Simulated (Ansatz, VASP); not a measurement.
## Ge: VASP beside Ansatz

```
Ge
1.0
    -2.44495    2.59675    1.40761
     2.44495   -2.59675    1.40761
     2.44495    2.59675   -1.40761
Ge
2
Cartesian
  0.0000 1.2984 0.1803
  2.4449 1.2984 1.2273
```

Alike in both runs: task single point; functional r2SCAN; k mesh 11 × 11 × 11; occupations fermi-dirac, width 0.05 eV; no spin polarisation.

|  | VASP | Ansatz |
| --- | --- | --- |
| version | VASP 6.6.1 | Ansatz 0.2.0 |
| potentials or method | VASP PAW PBE potentials, release 64 (Ge_d) | Ansatz PAW |
| plane-wave cutoff (eV) | 520 | 500 |
| valence electrons in the cell | 28 | 28 |

|  | VASP | Ansatz | Ansatz less VASP |
| --- | --- | --- | --- |
| gap on the k mesh at the Fermi level (eV) | none | none | - |
| pressure (GPa) | 3.6 | 3.8 | +0.20 |
| traceless stress, the component that is largest in VASP (GPa) | 1.16 | 1.16 | +0.002 |
| rms of the force components (eV/Å) | 0.046 | 0.046 | +0.0004 |

VASP's potentials were made for PBE, not for r2SCAN. Atom by atom the forces differ by 0.000 eV/Å (rms over components). A gap of «none» marks a metal or a gap that the smearing closes.
